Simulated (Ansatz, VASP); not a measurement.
This is a calculation of Al for VASP 6.6.1.

Contents of INCAR:

```
SYSTEM = Al
PREC = Accurate
ENCUT = 520
EDIFF = 1E-7
ISMEAR = -1
SIGMA = 0.05
LREAL = .False.
LASPH = .True.
NELM = 100
ALGO = Normal
ISIF = 2
LWAVE = .False.
LCHARG = .False.
NBANDS = 8
```

The input KPOINTS:

```
Automatic mesh
0
Gamma
  12 12 12
  0 0 0
```

File POSCAR:

```
Al
1.0
   -1.5912186900      1.5912186900      1.5912186900
    1.5912186900     -1.5912186900      1.5912186900
    1.5912186900      1.5912186900     -1.5912186900
Al
1
Direct
    0.0000000000      0.0000000000      0.0000000000
```

Potentials or basis: VASP PAW LDA potentials, release 64 (Al).

Launch:

```bash
$ cat potpaw_LDA.64/Al/POTCAR > POTCAR
$ mpirun -np 1 vasp_std > vasp.out
```

Set up the same calculation for Ansatz 0.2.0. Potentials there: all-electron LAPW, scalar-relativistic.

As run (the cutoff follows the program's own potentials):

input.yaml

```yaml
crystal:
  lattice:
    - [-1.59121869, 1.59121869, 1.59121869]
    - [1.59121869, -1.59121869, 1.59121869]
    - [1.59121869, 1.59121869, -1.59121869]
  atoms:
    - { symbol: Al, position: [0.0, 0.0, 0.0] }
kpoints:
  mp_grid: { grid: [12, 12, 12] }
scf:
  occupations: { method: fermi_dirac, width: 0.05 }
hamiltonian:
  xc: lda
  pseudopotentials: { kind: all_electron, lapw: { basis_error: 0.001 } }
output:
  forces: true
  stress: true
  eigenvalues: true
```

Potentials or basis: all-electron LAPW, scalar-relativistic.

Command:

```sh
$ ansatz run input.yaml --threads 1 --pin off --max-ram 3072MiB --backend cpu --events-out ev --progress --plain --runs-dir out
```

Both were run:

|  | VASP | Ansatz | Ansatz less VASP |
| --- | --- | --- | --- |
| gap on the k mesh at the Fermi level (eV) | none | none | - |
| pressure (GPa) | 0.6 | 0.5 | -0.05 |

LDA's correlation is that of Perdew and Zunger in VASP and of Perdew and Wang (1992) in Ansatz. A gap of «none» marks a metal or a gap that the smearing closes. Ansatz ran all-electron here, and VASP with PAW potentials.
